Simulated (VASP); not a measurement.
# Cu2O (Pn-3m) in VASP: notebook

The runs below take Cu2O through single point, relaxation of cell and atoms, with PBE.

Program: VASP 6.6.1. These are calculated values, not measurements. Logs are shortened: lines on timing, memory, paths and dates and some standing lists are left out, and cuts for length are marked.

**What was measured.**

“Importance of surface oxygen vacancies for ultrafast hot carrier relaxation and transport in Cu2O”, 2021, arxiv:2103.03167 quotes, for a bulk crystal of Cu2O: band gap 2.17 eV (direct).

How close the calculation comes is told below.

## (1) The cell of the first run

Symmetry: Pn-3m, No. 224, cubic system. Conventional cell: a = 4.298 Å, b = 4.298 Å, c = 4.298 Å, α = 90.00°, β = 90.00°, γ = 90.00°. Cu (site symmetry -3m) has 2 O at 1.86 Å within 2.5 Å. O (site symmetry -43m) has 4 Cu at 1.86 Å within 2.5 Å.

## (2) Single point, PBE

INCAR

```
PREC = Accurate
ENCUT = 600
EDIFF = 1E-6
ISMEAR = 0
SIGMA = 0.1
LREAL = F
LASPH = T
NELM = 120
ALGO = Normal
ISIF = 2
LWAVE = F
LCHARG = F
GGA = PE
NBANDS = 37
GGA_COMPAT = F
```

KPOINTS

```
regular mesh
0
Gamma
  4 4 4
```

POSCAR

```
Cu2O
1.0
    4.2976895190      0.0000000000      0.0000000000
    0.0000000000      4.2976895190      0.0000000000
    0.0000000000      0.0000000000      4.2976895190
Cu O
4 2
Direct
    0.2500000000      0.2500000000      0.2500000000
    0.2500000000      0.7500000000      0.7500000000
    0.7500000000      0.7500000000      0.2500000000
    0.7500000000      0.2500000000      0.7500000000
    0.0000000000      0.0000000000      0.0000000000
    0.5000000000      0.5000000000      0.5000000000
```

Potentials or basis: VASP PAW PBE potentials, release 64 (Cu, O).

On the command line:

```
$ cat potpaw_PBE.64/Cu/POTCAR potpaw_PBE.64/O/POTCAR > POTCAR
$ mpirun -np 1 vasp_std > vasp.out
```

OUTCAR:

```text
PREC = Accurate
   ENCUT = 600
   EDIFF = 1E-6
   ISMEAR = 0
   LREAL = F
   LASPH = T
   NELM = 120
   ISIF = 2
   GGA = PE

 ion  position               nearest neighbor table
   1  0.250  0.250  0.250-   5 1.86   6 1.86
   2  0.250  0.750  0.750-   5 1.86   6 1.86
   3  0.750  0.750  0.250-   5 1.86   6 1.86
   4  0.750  0.250  0.750-   5 1.86   6 1.86
   5  0.000  0.000  0.000-   1 1.86   2 1.86   3 1.86   4 1.86
   6  0.500  0.500  0.500-   1 1.86   2 1.86   3 1.86   4 1.86

  LATTYP: Found a simple cubic cell.
 ALAT       =     4.2976895190

  Lattice vectors:

 A1 = (   4.2976895190,   0.0000000000,   0.0000000000)
 A2 = (   0.0000000000,   4.2976895190,   0.0000000000)
 A3 = (   0.0000000000,   0.0000000000,   4.2976895190)

Analysis of symmetry for initial positions (statically):
=====================================================================
 Subroutine PRICEL returns:
 Original cell was already a primitive cell.

 Routine SETGRP: Setting up the symmetry group for a
 simple cubic supercell.

 Subroutine GETGRP returns: Found 48 space group operations
 (whereof 24 operations were pure point group operations)
 out of a pool of 48 trial point group operations.

The static configuration has the point symmetry T_d .
 The point group associated with its full space group is O_h .

Analysis of symmetry for dynamics (positions and initial velocities):
=====================================================================
 Subroutine PRICEL returns:
 Original cell was already a primitive cell.

 Routine SETGRP: Setting up the symmetry group for a
 simple cubic supercell.

 Subroutine GETGRP returns: Found 48 space group operations
 (whereof 24 operations were pure point group operations)
 out of a pool of 48 trial point group operations.

The dynamic configuration has the point symmetry T_d .
 The point group associated with its full space group is O_h .

 Subroutine INISYM returns: Found 48 space group operations
 (whereof 24 operations are pure point group operations),
 and found     1 'primitive' translations

----------------------------------------------------------------------------------------

                                     Primitive cell

  volume of cell :      79.3789

  direct lattice vectors                    reciprocal lattice vectors
     4.297689519  0.000000000  0.000000000     0.232683165  0.000000000  0.000000000
     0.000000000  4.297689519  0.000000000     0.000000000  0.232683165  0.000000000
     0.000000000  0.000000000  4.297689519     0.000000000  0.000000000  0.232683165

  length of vectors
     4.297689519  4.297689519  4.297689519     0.232683165  0.232683165  0.232683165

  position of ions in fractional coordinates (direct lattice)
     0.250000000  0.250000000  0.250000000
     0.250000000  0.750000000  0.750000000
     0.750000000  0.750000000  0.250000000
     0.750000000  0.250000000  0.750000000
     0.000000000  0.000000000  0.000000000
     0.500000000  0.500000000  0.500000000

  ion indices of the primitive-cell ions
   primitive index   ion index
                 1           1
                 2           2
                 3           3
                 4           4
                 5           5
                 6           6

----------------------------------------------------------------------------------------

 KPOINTS: regular mesh

Automatic generation of k-mesh.
 Grid dimensions read from file:
 generate k-points for:    4    4    4

 Generating k-lattice:

  Cartesian coordinates                     Fractional coordinates (reciprocal lattice)
     0.058170791  0.000000000  0.000000000     0.250000000  0.000000000  0.000000000
     0.000000000  0.058170791  0.000000000     0.000000000  0.250000000  0.000000000
     0.000000000  0.000000000  0.058170791     0.000000000  0.000000000  0.250000000

  Length of vectors
     0.058170791  0.058170791  0.058170791

  Shift w.r.t. Gamma in fractional coordinates (k-lattice)
     0.000000000  0.000000000  0.000000000

 Subroutine IBZKPT returns following result:
 ===========================================

 Found     10 irreducible k-points:

 Following reciprocal coordinates:
            Coordinates               Weight
  0.000000  0.000000  0.000000      1.000000
  0.250000  0.000000  0.000000      6.000000
  0.500000  0.000000  0.000000      3.000000
  0.250000  0.250000  0.000000     12.000000
  0.500000  0.250000  0.000000     12.000000
  0.500000  0.500000  0.000000      3.000000
  0.250000  0.250000  0.250000      8.000000
  0.500000  0.250000  0.250000     12.000000
  0.500000  0.500000  0.250000      6.000000
  0.500000  0.500000  0.500000      1.000000
   k-points           NKPTS =     10   k-points in BZ     NKDIM =     10   number of bands    NBANDS=     37
   number of dos      NEDOS =    301   number of ions     NIONS =      6
   total plane-waves  NPLWV =  46656
   dimension x,y,z NGX =    36 NGY =   36 NGZ =   36
   dimension x,y,z NGXF=    72 NGYF=   72 NGZF=   72
   ions per type =               4   2
   NGX,Y,Z   is equivalent  to a cutoff of  13.93, 13.93, 13.93 a.u.
   NGXF,Y,Z  is equivalent  to a cutoff of  27.85, 27.85, 27.85 a.u.
 SYSTEM =  unknown system
   PREC   = accura    normal or accurate (medium, high low for compatibility)
   ISTART =      0    job   : 0-new  1-cont  2-samecut
   ICHARG =      2    charge: 1-file 2-atom 10-const
   ISPIN  =      1    spin polarized calculation?
   LNONCOLLINEAR =      F non collinear calculations
   LSORBIT =      F    spin-orbit coupling
   LASPH  =      T    aspherical Exc in radial PAW
   ENCUT  =  600.0 eV  44.10 Ry    6.64 a.u.   8.58  8.58  8.58*2*pi/ulx,y,z
   NELM   =    120;   NELMIN=  2; NELMDL= -5     # of ELM steps
   EDIFF  = 0.1E-05   stopping-criterion for ELM
   LREAL  =      F    real-space projection
[... 7 lines left out ...]
   TEBEG  =    0.0;   TEEND  =   0.0 temperature during run
   PSTRESS=    0.0 pullay stress
   NELECT =      56.0000    total number of electrons
   NUPDOWN=      -1.0000    fix difference up-down
   EMIN   =  10.00;   EMAX   =-10.00  energy-range for DOS
   EFERMI =   0.00;   METHOD = LEGACY
   ISMEAR =     0;   SIGMA  =   0.10  broadening in eV -4-tet -1-fermi 0-gaus
   EFERMI_NEDOS =   21; number of points for ismear=-14 and -15
   IALGO  =     38    algorithm
   IMIX   =      4    mixing-type and parameters
     AMIX     =   0.40;   BMIX     =  1.00
     AMIX_MAG =   1.60;   BMIX_MAG =  1.00
  volume/ion in A,a.u.               =      13.23        89.28
  Fermi-wavevector in a.u.,A,eV,Ry     =   1.457368  2.754026 28.897694  2.123921
  Thomas-Fermi vector in A             =   2.574177
   LORBIT       =      0    0 simple, 1 ext, 2 COOP (PROOUT), +10 PAW based schemes
   GGA     = PE    functional components
   LHFCALC =     F    Hartree Fock is set to
   AEXX    =    0.0000 exact exchange contribution
   IVDW    =     0    specifies the selected vdW correction
   LEPSILON=     F    determine dielectric tensor
   LRPA    =     F    only Hartree local field effects (RPA)
 non-spin polarized calculation
 Gauss-broadening in eV      SIGMA  =   0.10
  energy-cutoff  :      600.00
  volume of cell :       79.38
 maximum number of plane-waves:      2680
 NGX is ok and might be reduce to    36
   NGX = 17   NGY = 17   NGZ = 17

 number of electron      55.9999967 magnetization

 Free energy of the ion-electron system (eV)
  ---------------------------------------------------
  ext. energy  EPLUGINS =         0.00000000
  ---------------------------------------------------
  free energy    TOTEN  =       -27.28127146 eV

  energy without entropy =      -27.28126217  energy(sigma->0) =      -27.28126682

 E-fermi :   4.7371     XC(G=0): -10.9025

 val. band max:        4.4859536703   @ k =   0.0000   0.0000   0.0000
 cond. band min:       4.9670139844   @ k =   0.0000   0.0000   0.0000
 fundamental gap:      0.4810603142
 Fermi energy:         4.7371023503

 k-point     1 :       0.0000    0.0000    0.0000
  band No.  band energies     occupation
      1     -15.4578      2.00000
      2     -14.7692      2.00000
      3      -2.5370      2.00000
      4      -2.5370      2.00000
      5      -2.5370      2.00000
      6      -0.2166      2.00000
[... 29 lines left out ...]
     36      13.7258      0.00000
     37      13.7258      0.00000

 k-point     2 :       0.2500    0.0000    0.0000
  band No.  band energies     occupation
      1     -15.3553      2.00000
      2     -14.8678      2.00000
      3      -2.3879      2.00000
      4      -2.3204      2.00000
      5      -2.3204      2.00000
      6      -1.0738      2.00000
[... 29 lines left out ...]
     36      12.7365      0.00000
     37      12.7365      0.00000

 k-point     3 :       0.5000    0.0000    0.0000
  band No.  band energies     occupation
      1     -15.1096      2.00000
      2     -15.1096      2.00000
      3      -1.9453      2.00000
      4      -1.9453      2.00000
      5      -1.9006      2.00000
      6      -1.9006      2.00000
[... 29 lines left out ...]
     36      12.1230      0.00000
     37      13.6660      0.00000

 k-point     4 :       0.2500    0.2500    0.0000
  band No.  band energies     occupation
      1     -15.2782      2.00000
      2     -14.9326      2.00000
      3      -2.5905      2.00000
      4      -2.2181      2.00000
      5      -1.8516      2.00000
      6      -1.6089      2.00000
[... 29 lines left out ...]
     36      13.0885      0.00000
     37      14.0226      0.00000
[... 123 lines left out ...]
      1     -15.1995      2.00000
      2     -14.9774      2.00000
      3      -2.5384      2.00000
      4      -2.2910      2.00000
      5      -2.2020      2.00000
      6      -1.1410      2.00000
[... 29 lines left out ...]
     36      14.4011      0.00000
     37      14.5494      0.00000

 k-point     9 :       0.5000    0.5000    0.2500
  band No.  band energies     occupation
      1     -15.2353      2.00000
      2     -14.9198      2.00000
      3      -2.5607      2.00000
      4      -2.5607      2.00000
      5      -2.1323      2.00000
      6      -1.1385      2.00000
[... 29 lines left out ...]
     36      13.3267      0.00000
     37      15.9853      0.00000

 k-point    10 :       0.5000    0.5000    0.5000
  band No.  band energies     occupation
      1     -15.2900      2.00000
      2     -14.8419      2.00000
      3      -2.4475      2.00000
      4      -2.4475      2.00000
      5      -2.4475      2.00000
      6      -1.0265      2.00000
[... 29 lines left out ...]
     36      11.9460      0.00000
     37      18.2328      0.00000

------------------------ aborting loop because EDIFF is reached ----------------------------------------

  FORCE on cell =-STRESS in cart. coord.  units (eV):
  Direction    XX          YY          ZZ          XY          YZ          ZX
  --------------------------------------------------------------------------------------
  -------------------------------------------------------------------------------------
  Total        0.3997581      0.3997581      0.3997581      0.0000000     -0.0000000      0.0000000
  in kB        8.0686841      8.0686841      8.0686841      0.0000000     -0.0000000      0.0000000
  external PRESSURE =       8.0686841 kB  Pullay stress =       0.0000000 kB

 VOLUME and BASIS-vectors are now :
 -----------------------------------------------------------------------------
  energy-cutoff  :      600.00
  volume of cell :       79.38
      direct lattice vectors                 reciprocal lattice vectors
     4.297689519  0.000000000  0.000000000     0.232683165  0.000000000  0.000000000
     0.000000000  4.297689519  0.000000000     0.000000000  0.232683165  0.000000000
     0.000000000  0.000000000  4.297689519     0.000000000  0.000000000  0.232683165

 POSITION                                       TOTAL-FORCE (eV/Angst)
 -----------------------------------------------------------------------------------
      1.07442      1.07442      1.07442         0.000000     -0.000000      0.000000
      1.07442      3.22327      3.22327        -0.000000     -0.000000      0.000000
      3.22327      3.22327      1.07442        -0.000000      0.000000      0.000000
      3.22327      1.07442      3.22327         0.000000      0.000000     -0.000000
      0.00000      0.00000      0.00000         0.000000      0.000000     -0.000000
      2.14884      2.14884      2.14884         0.000000      0.000000     -0.000000
 -----------------------------------------------------------------------------------
    total drift:                                0.000000      0.000000      0.000000

  FREE ENERGIE OF THE ION-ELECTRON SYSTEM (eV)
  ---------------------------------------------------
  free  energy   TOTEN  =       -27.2812714590 eV

  energy  without entropy=      -27.2812621747  energy(sigma->0) =      -27.28126682
```

Run time: 72 s. Hardware: 1 thread of AMD EPYC 7R43 (Zen 3), shared host; peak memory 0.17 GiB.

Results:

| Item | Value |
| --- | --- |
| Free energy | -27.2813 eV |
| Pressure | 0.8 GPa |
| Band gap on the k mesh | 0.48 eV, direct |

## (3) Relaxation of cell and atoms, PBE

This run uses another cell than the first one, of 12.88 Å³/atom, 0.974 times its volume.

INCAR

```
ALGO = Normal ; EDIFF = 1E-7
EDIFFG = -0.04 ; ENCUT = 600
GGA = PE ; GGA_COMPAT = F
IBRION = 2 ; ISIF = 3
ISMEAR = 0 ; LASPH = T
LCHARG = F ; LREAL = F
LWAVE = F ; NELM = 120
NELMIN = 4 ; NSW = 60
PREC = Accurate ; SIGMA = 0.1
```

KPOINTS

```
k-points
0
Gamma
  4 4 4
```

POSCAR: that of step 2 with these lines changed.

```diff
@@ -2,5 +2,5 @@
 1.0
-    4.2976895190      0.0000000000      0.0000000000
-    0.0000000000      4.2976895190      0.0000000000
-    0.0000000000      0.0000000000      4.2976895190
+    4.2600000000      0.0000000000      0.0000000000
+    0.0000000000      4.2600000000      0.0000000000
+    0.0000000000      0.0000000000      4.2600000000
 Cu O
```

Potentials or basis: VASP PAW PBE potentials, release 64 (Cu, O).

On the command line:

```
$ cat potpaw_PBE.64/Cu/POTCAR potpaw_PBE.64/O/POTCAR > POTCAR
$ mpirun -np 1 vasp_std > vasp.out
```

Run time: 2.3 min. Hardware: 1 thread of AMD EPYC 7R43 (Zen 3), shared host; peak memory 0.18 GiB.

It converged, with:

```
Free energy                            : -27.2806 eV
Relaxed volume                         : 13.33 Å³/atom
Relaxed cell                           : a = 4.309 Å, b = 4.309 Å, c = 4.309 Å, α = 90.00°, β = 90.00°, γ = 90.00°
Space group after relaxing (to 0.05 Å) : Pn-3m (No. 224)
Energy gained by relaxing              : 5.6 meV/atom
Ionic steps                            : 3
Pressure after relaxing                : 0.0 GPa
Band gap on the k mesh                 : 0.46 eV, direct
```

Step by step:
```csv
step,energy change (eV),largest force (eV/Å),pressure (GPa),volume (Å³)
1,0.0000,0.0000,4.09,77.31
2,-0.0288,0.0000,-1.38,81.04
3,-0.0333,0.0000,0.01,80.00
```

Final structure:
```
Cu O
1.0
     4.30894    0.00000    0.00000
     0.00000    4.30894    0.00000
     0.00000    0.00000    4.30894
Cu O
4 2
Direct
  0.25000 0.25000 0.25000
  0.25000 0.75000 0.75000
  0.75000 0.75000 0.25000
  0.75000 0.25000 0.75000
  0.00000 0.00000 0.00000
  0.50000 0.50000 0.50000
```

Levels at points of the mesh, in eV from the valence-band top:
| k point | band 26 | band 27 | band 28 | band 29 | band 30 | band 31 |
| --- | --- | --- | --- | --- | --- | --- |
| (0.00, 0.00, 0.00) | 0.00 | 0.00 | 0.00 | 0.46 | 1.36 | 1.36 |
| (0.50, 0.00, 0.00) | -1.14 | -0.37 | -0.37 | 2.19 | 2.19 | 4.25 |
| (0.50, 0.50, 0.00) | -1.15 | -0.62 | -0.62 | 1.90 | 1.90 | 3.79 |
| (0.50, 0.50, 0.50) | -0.54 | -0.54 | -0.54 | 2.51 | 2.51 | 2.51 |

As with any semilocal functional, this PBE gap is likely too small. PBE usually gives volumes a little too large and moduli too small.

## (4) How close it comes

Step 2. Measured gap of Cu2O: 2.17 eV (direct; quoted in “Importance of surface oxygen vacancies for ultrafast hot carrier relaxation and transport in Cu2O”, 2021, arxiv:2103.03167). This calculation gives 0.48 eV (-1.69 eV). So large a miss can be the level of theory's own, or it may mean another phase, state or a wrong row. The value is that of PBE, without temperature or zero-point motion. Semilocal functionals fall short of measured gaps as a rule.
